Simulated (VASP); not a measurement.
Input of a VASP 6.6.1 run:

The input INCAR:

```
SYSTEM = Sn2Ge3
ALGO = Normal
EDIFF = 1E-7
EDIFFG = -0.04
ENCUT = 600
GGA = PE
IBRION = 2
ISIF = 3
ISMEAR = 0
LASPH = .TRUE.
LCHARG = .FALSE.
LREAL = .FALSE.
LWAVE = .FALSE.
NELM = 60
NSW = 90
PREC = Accurate
SIGMA = 0.1
```

File KPOINTS:

```
k-points
0
G
  4 4 4
  0 0 0
```

The input POSCAR:

```
Sn2Ge3
1.0
    4.5886554900      0.0000000000      0.0000000000
    0.0000000000      4.5886554900      0.0000000000
    0.0000000000      0.0000000000      6.1565575000
Sn Ge
2 3
Direct
    0.0000000000      0.5000000000      0.5000000000
    0.5000000000      0.0000000000      0.5000000000
    0.5000000000      0.5000000000      0.7552516700
    0.5000000000      0.5000000000      0.2447483300
    0.0000000000      0.0000000000      0.0000000000
```

Potentials or basis: VASP PAW PBE potentials, release 64 (Sn_d, Ge_d).

Launch:

```sh
$ cat potpaw_PBE.64/Sn_d/POTCAR potpaw_PBE.64/Ge_d/POTCAR > POTCAR
$ mpirun -np 1 vasp_std > vasp.out
```

Estimate the relaxed cell.

a = 4.311 Å, b = 4.311 Å, c = 6.734 Å, α = 90.00°, β = 90.00°, γ = 90.00°.

Predict the space group after relaxing (to 0.1 Å).

P4/mmm (No. 123).

Predict the band gap on the k mesh.

zero (bands 35 and 36 overlap by 2.70 eV).

Forces on the atoms (eV/Å):
```
Sn   0.000  0.000  0.000
Sn   0.000  0.000  0.000
Ge   0.000  0.000  0.005
Ge   0.000  0.000 -0.005
Ge   0.000  0.000  0.000
```

Caveat: spin-orbit coupling is left out, which moves the levels of the heavy elements.
